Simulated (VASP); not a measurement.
A run of VASP 6.6.1 is set up as follows.

The input POSCAR:

```
CuI
1.0
    0.0000000000      3.0708027588      3.0708027588
    3.0708027588      0.0000000000      3.0708027588
    3.0708027588      3.0708027588      0.0000000000
Cu I
1 1
Direct
    0.2500000000      0.2500000000      0.2500000000
    0.0000000000      0.0000000000      0.0000000000
```

Contents of INCAR.step1:

```
SYSTEM = CuI
ALGO = Normal ; EDIFF = 1E-4
ENCUT = 520 ; GGA = PE
ISMEAR = 0 ; LASPH = .TRUE.
LCHARG = .FALSE. ; LREAL = .FALSE.
LWAVE = .TRUE. ; NBANDS = 16
NELM = 80 ; PREC = Accurate
SIGMA = 0.02
```

INCAR.step2

```
SYSTEM = CuI
ALGO = Normal ; EDIFF = 1E-7
ENCUT = 520 ; ISIF = 2
ISMEAR = 0 ; ISTART = 1
LASPH = .TRUE. ; LCHARG = .FALSE.
LMIXTAU = .TRUE. ; LREAL = .FALSE.
LWAVE = .FALSE. ; METAGGA = R2SCAN
NBANDS = 16 ; NELM = 80
PREC = Accurate ; SIGMA = 0.02
```

The input KPOINTS:

```
k-points
0
G
  8 8 8
  0 0 0
```

Potentials or basis: VASP PAW PBE potentials, release 64 (Cu, I).

Command:

```bash
$ cat potpaw_PBE.64/Cu/POTCAR potpaw_PBE.64/I/POTCAR > POTCAR
$ cp INCAR.step1 INCAR
$ mpirun -np 1 vasp_std > vasp.out
$ cp INCAR.step2 INCAR
$ mpirun -np 1 vasp_std > vasp.out
```

(1) Estimate the band gap on the k mesh.

(2) What does it give for the pressure?

Answers

(1) 1.51 eV, direct.

(2) -2.2 GPa.

Caveat: the PAW data sets were made with another functional, which shifts forces and pressure a little; spin-orbit coupling is left out, which moves the levels of the heavy elements.
